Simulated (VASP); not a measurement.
# N2 in VASP: a series of runs

Runs on N2. Level: LDA. Tasks: single point, relaxation of the atoms.

Everything below comes from runs of VASP 6.6.1. Logs are shortened: lines on timing, memory, paths and dates and some standing lists are left out, and cuts for length are marked.

## (1) The cell of the first run

The cell holds a molecule in a box, 2 atoms: a = 9.000 Å, b = 9.500 Å, c = 10.000 Å, α = 90.00°, β = 90.00°, γ = 90.00°.

## (2) Single point, LDA

File INCAR:

```
SYSTEM = N
PREC = Accurate
ENCUT = 520
EDIFF = 1E-6
ISMEAR = 0
SIGMA = 0.02
LREAL = .FALSE.
LASPH = .TRUE.
NELM = 60
ALGO = Normal
ISIF = 2
LWAVE = .FALSE.
LCHARG = .FALSE.
GGA = CA
NBANDS = 12
```

File KPOINTS:

```
Automatic mesh
0
G
  1 1 1
  0 0 0
```

File POSCAR:

```
N
1.0
    9.0000000000      0.0000000000      0.0000000000
    0.0000000000      9.5000000000      0.0000000000
    0.0000000000      0.0000000000     10.0000000000
N
2
Direct
    0.5000000000      0.5000000000      0.4453356179
    0.5000000000      0.5000000000      0.5546643821
```

Potentials or basis: VASP PAW LDA potentials, release 64 (N).

Run with:

```
$ cat potpaw_LDA.64/N/POTCAR > POTCAR
$ mpirun -np 1 vasp_gam > vasp.out
```

OUTCAR:

```text
SYSTEM = N
   PREC = Accurate
   ENCUT = 520
   EDIFF = 1E-6
   ISMEAR = 0
   LREAL = .FALSE.
   LASPH = .TRUE.
   NELM = 60
   ISIF = 2
   GGA = CA

 ion  position               nearest neighbor table
   1  0.500  0.500  0.445-   2 1.09
   2  0.500  0.500  0.555-   1 1.09

  LATTYP: Found a simple orthorhombic cell.
 ALAT       =     9.0000000000
 B/A-ratio  =     1.0555555556
 C/A-ratio  =     1.1111111111

  Lattice vectors:

 A1 = (   9.0000000000,   0.0000000000,   0.0000000000)
 A2 = (   0.0000000000,   9.5000000000,   0.0000000000)
 A3 = (   0.0000000000,   0.0000000000,  10.0000000000)

Analysis of symmetry for initial positions (statically):
=====================================================================
 Subroutine PRICEL returns:
 Original cell was already a primitive cell.

 Routine SETGRP: Setting up the symmetry group for a
 simple orthorhombic supercell.

 Subroutine GETGRP returns: Found  8 space group operations
 (whereof  8 operations were pure point group operations)
 out of a pool of  8 trial point group operations.

The static configuration has the point symmetry D_2h.

Analysis of symmetry for dynamics (positions and initial velocities):
=====================================================================
 Subroutine PRICEL returns:
 Original cell was already a primitive cell.

 Routine SETGRP: Setting up the symmetry group for a
 simple orthorhombic supercell.

 Subroutine GETGRP returns: Found  8 space group operations
 (whereof  8 operations were pure point group operations)
 out of a pool of  8 trial point group operations.

The dynamic configuration has the point symmetry D_2h.

 Subroutine INISYM returns: Found  8 space group operations
 (whereof  8 operations are pure point group operations),
 and found     1 'primitive' translations

----------------------------------------------------------------------------------------

                                     Primitive cell

  volume of cell :     855.0000

  direct lattice vectors                    reciprocal lattice vectors
     9.000000000  0.000000000  0.000000000     0.111111111  0.000000000  0.000000000
     0.000000000  9.500000000  0.000000000     0.000000000  0.105263158  0.000000000
     0.000000000  0.000000000 10.000000000     0.000000000  0.000000000  0.100000000

  length of vectors
     9.000000000  9.500000000 10.000000000     0.111111111  0.105263158  0.100000000

  position of ions in fractional coordinates (direct lattice)
[... 55 lines left out ...]
   EDIFF  = 0.1E-05   stopping-criterion for ELM
   LREAL  =      F    real-space projection
   EDIFFG = 0.1E-04   stopping-criterion for IOM
   NSW    =      0    number of steps for IOM
   IBRION =     -1    ionic relax: 0-MD 1-quasi-New 2-CG
   NFREE  =      0    steps in history (QN), initial steepest desc. (CG)
   ISIF   =      2    stress and relaxation
   ISYM   =      2    0-nonsym 1-usesym 2-fastsym
   POTIM  = 0.5000    time-step for ionic-motion
   TEBEG  =    0.0;   TEEND  =   0.0 temperature during run
   PSTRESS=    0.0 pullay stress
   NELECT =      10.0000    total number of electrons
   NUPDOWN=      -1.0000    fix difference up-down
   EMIN   =  10.00;   EMAX   =-10.00  energy-range for DOS
   EFERMI =   0.00;   METHOD = LEGACY
   ISMEAR =     0;   SIGMA  =   0.02  broadening in eV -4-tet -1-fermi 0-gaus
   EFERMI_NEDOS =   21; number of points for ismear=-14 and -15
   IALGO  =     38    algorithm
   IMIX   =      4    mixing-type and parameters
     AMIX     =   0.40;   BMIX     =  1.00
     AMIX_MAG =   1.60;   BMIX_MAG =  1.00
  volume/ion in A,a.u.               =     427.50      2884.91
  Fermi-wavevector in a.u.,A,eV,Ry     =   0.371609  0.702239  1.878872  0.138093
  Thomas-Fermi vector in A             =   1.299861
   LORBIT       =      0    0 simple, 1 ext, 2 COOP (PROOUT), +10 PAW based schemes
   GGA     = CA    functional components
   LHFCALC =     F    Hartree Fock is set to
   AEXX    =    0.0000 exact exchange contribution
   IVDW    =     0    specifies the selected vdW correction
   LEPSILON=     F    determine dielectric tensor
   LRPA    =     F    only Hartree local field effects (RPA)
 non-spin polarized calculation
 Gauss-broadening in eV      SIGMA  =   0.02
  energy-cutoff  :      520.00
  volume of cell :      855.00
 maximum number of plane-waves:     11510
 NGX is ok and might be reduce to    70
   NGX = 33   NGY = 35   NGZ = 37

 number of electron      10.0000000 magnetization

 Free energy of the ion-electron system (eV)
  ---------------------------------------------------
  ext. energy  EPLUGINS =         0.00000000
  ---------------------------------------------------
  free energy    TOTEN  =       -17.48262044 eV

  energy without entropy =      -17.48262044  energy(sigma->0) =      -17.48262044

 E-fermi : -10.0207     XC(G=0):  -0.6589

 val. band max:      -10.1964304191   @ k =   0.0000   0.0000   0.0000
 cond. band min:      -1.9893972814   @ k =   0.0000   0.0000   0.0000
 fundamental gap:      8.2070331376
 Fermi energy:       -10.0206974449

 k-point     1 :       0.0000    0.0000    0.0000
  band No.  band energies     occupation
      1     -28.3409      2.00000
      2     -13.1778      2.00000
      3     -11.7871      2.00000
      4     -11.7871      2.00000
      5     -10.1964      2.00000
      6      -1.9894      0.00000
      7      -1.9890      0.00000
      8      -0.1423      0.00000
      9       1.2614      0.00000
     10       1.3194      0.00000
     11       1.3224      0.00000
     12       1.4905      0.00000

------------------------ aborting loop because EDIFF is reached ----------------------------------------

  FORCE on cell =-STRESS in cart. coord.  units (eV):
  Direction    XX          YY          ZZ          XY          YZ          ZX
  --------------------------------------------------------------------------------------
  -------------------------------------------------------------------------------------
  Total       -0.0365203     -0.0354697      1.6391214      0.0000000      0.0000000      0.0000000
  in kB       -0.0684351     -0.0664664      3.0715358      0.0000000      0.0000000      0.0000000
  external PRESSURE =       0.9788781 kB  Pullay stress =       0.0000000 kB

 VOLUME and BASIS-vectors are now :
 -----------------------------------------------------------------------------
  energy-cutoff  :      520.00
  volume of cell :      855.00
      direct lattice vectors                 reciprocal lattice vectors
     9.000000000  0.000000000  0.000000000     0.111111111  0.000000000  0.000000000
     0.000000000  9.500000000  0.000000000     0.000000000  0.105263158  0.000000000
     0.000000000  0.000000000 10.000000000     0.000000000  0.000000000  0.100000000

 POSITION                                       TOTAL-FORCE (eV/Angst)
 -----------------------------------------------------------------------------------
      4.50000      4.75000      4.45336         0.000000      0.000000     -1.527904
      4.50000      4.75000      5.54664         0.000000      0.000000      1.527904
 -----------------------------------------------------------------------------------
    total drift:                                0.000000      0.000000      0.000000

  FREE ENERGIE OF THE ION-ELECTRON SYSTEM (eV)
  ---------------------------------------------------
  free  energy   TOTEN  =       -17.4826204442 eV

  energy  without entropy=      -17.4826204442  energy(sigma->0) =      -17.48262044
```

OSZICAR:

```text
N       E                     dE             d eps       ncg     rms          rms(c)
DAV:   1     0.117662296915E+03    0.11766E+03   -0.21691E+03    24   0.440E+02
DAV:   2     0.262541654107E+02   -0.91408E+02   -0.90555E+02    44   0.689E+01
DAV:   3    -0.152545811586E+02   -0.41509E+02   -0.41383E+02    32   0.804E+01
DAV:   4    -0.185088654361E+02   -0.32543E+01   -0.32528E+01    32   0.306E+01
DAV:   5    -0.185283548382E+02   -0.19489E-01   -0.19489E-01    32   0.253E+00    0.808E+00
DAV:   6    -0.176858898720E+02    0.84246E+00   -0.11857E+00    24   0.708E+00    0.452E+00
DAV:   7    -0.174853539506E+02    0.20054E+00   -0.74200E-01    32   0.552E+00    0.119E+00
DAV:   8    -0.174777430882E+02    0.76109E-02   -0.44898E-02    24   0.137E+00    0.187E-01
DAV:   9    -0.174780223002E+02   -0.27921E-03   -0.12015E-03    32   0.233E-01    0.116E-01
DAV:  10    -0.174800592045E+02   -0.20369E-02   -0.41661E-04    24   0.831E-02    0.508E-02
DAV:  11    -0.174805254769E+02   -0.46627E-03   -0.12020E-04    24   0.600E-02    0.255E-02
DAV:  12    -0.174821105692E+02   -0.15851E-02   -0.23966E-04    32   0.675E-02    0.292E-02
DAV:  13    -0.174822245389E+02   -0.11397E-03   -0.19719E-05    24   0.256E-02    0.525E-03
DAV:  14    -0.174825519168E+02   -0.32738E-03   -0.21973E-05    24   0.192E-02    0.684E-03
DAV:  15    -0.174825961794E+02   -0.44263E-04   -0.13374E-06    28   0.516E-03    0.459E-03
DAV:  16    -0.174826184975E+02   -0.22318E-04   -0.12377E-06    32   0.530E-03    0.209E-03
DAV:  17    -0.174826202545E+02   -0.17570E-05   -0.14858E-07    28   0.208E-03    0.948E-04
DAV:  18    -0.174826204442E+02   -0.18971E-06   -0.18752E-08    32   0.695E-04
   1 F= -.17482620E+02 E0= -.17482620E+02  d E =-.333169E-35
```

stdout:

```text
POSCAR found type information on POSCAR N
 POSCAR found :  1 types and       2 ions
 scaLAPACK will be used
 LDA part: xc-table for (Slater(with rela. corr.)+CA(PZ))
 , standard interpolation
 POSCAR, INCAR and KPOINTS ok, starting setup
 FFT: planning ... GRIDC
 FFT: planning ... GRID_SOFT
 FFT: planning ... GRID
 WAVECAR not read
 entering main loop
```

Wall time 47 s (1 thread of Intel Xeon 8259CL, shared host); peak memory 0.49 GiB.

Results:

* Free energy: -17.4826 eV
* Largest force: 1.528 eV/Å
* Gap between the frontier levels: 8.21 eV

Forces on the atoms (eV/Å):
```
N    0.000  0.000 -1.528
N    0.000  0.000  1.528
```

Caveat: the standard files for N, O and F lose accuracy on very short bonds.

## (3) Relaxation of the atoms, LDA

File INCAR:

```
SYSTEM = N
PREC     = Accurate       ! precision mode
ENCUT    = 520            ! plane-wave cutoff, eV
EDIFF    = 1E-7           ! SCF threshold, eV
ISMEAR   = 0              ! smearing method
SIGMA    = 0.02           ! smearing width, eV
LREAL    = .FALSE.        ! projectors in reciprocal space
LASPH    = .TRUE.         ! aspherical terms in the spheres
NELM     = 100            ! most SCF steps
ALGO     = Normal         ! electronic algorithm
ISIF     = 2              ! what is computed and relaxed
LWAVE    = .FALSE.        ! write WAVECAR
LCHARG   = .FALSE.        ! write CHGCAR
IBRION   = 2              ! ionic algorithm
NSW      = 60             ! ionic steps
EDIFFG   = -0.01          ! ionic threshold
```

KPOINTS is that of step 2.

File POSCAR:

```
N
1.0
    9.0000000000      0.0000000000      0.0000000000
    0.0000000000      9.5000000000      0.0000000000
    0.0000000000      0.0000000000     10.0000000000
N
2
Direct
    0.5000000000      0.5000000000      0.4445000000
    0.5000000000      0.5000000000      0.5555000000
```

Potentials or basis: VASP PAW LDA potentials, release 64 (N).

Run with:

```
$ cat potpaw_LDA.64/N/POTCAR > POTCAR
$ mpirun -np 1 vasp_gam > vasp.out
```

Run time: 1.9 min. Hardware: 1 thread of Intel Xeon 8259CL, shared host; peak memory 0.53 GiB.

Results (log left out):

```yaml
Free_energy: -17.4899 eV
Energy_gained_by_relaxing: 1.9 meV/atom
Ionic_steps: 4
Gap_between_the_frontier_levels: 8.09 eV
```

The path:
```tsv
step	energy change (eV)	largest force (eV/Å)	pressure (GPa)
1	0.0000	1.0582	-0.08
2	0.8860	21.1616	1.32
3	-0.0038	0.0479	0.00
4	-0.0038	0.0014	-0.01
```

Final structure:
```cif
data_structure
_symmetry_space_group_name_H-M 'P 1'
_symmetry_Int_Tables_number 1
_cell_length_a 9.0000
_cell_length_b 9.5000
_cell_length_c 10.0000
_cell_angle_alpha 90.000
_cell_angle_beta 90.000
_cell_angle_gamma 90.000
_cell_volume 855.00
loop_
_atom_site_label
_atom_site_type_symbol
_atom_site_fract_x
_atom_site_fract_y
_atom_site_fract_z
_atom_site_occupancy
N1 N 0.50000 0.50000 0.44485 1
N2 N 0.50000 0.50000 0.55515 1
```

Levels at points of the mesh, in eV from the valence-band top:
```tsv
k point	band 3	band 4	band 5	band 6	band 7	band 8
(0.00, 0.00, 0.00)	-1.52	-1.52	0.00	8.09	8.09	10.05
```

Caveat: the standard files for N, O and F lose accuracy on very short bonds.
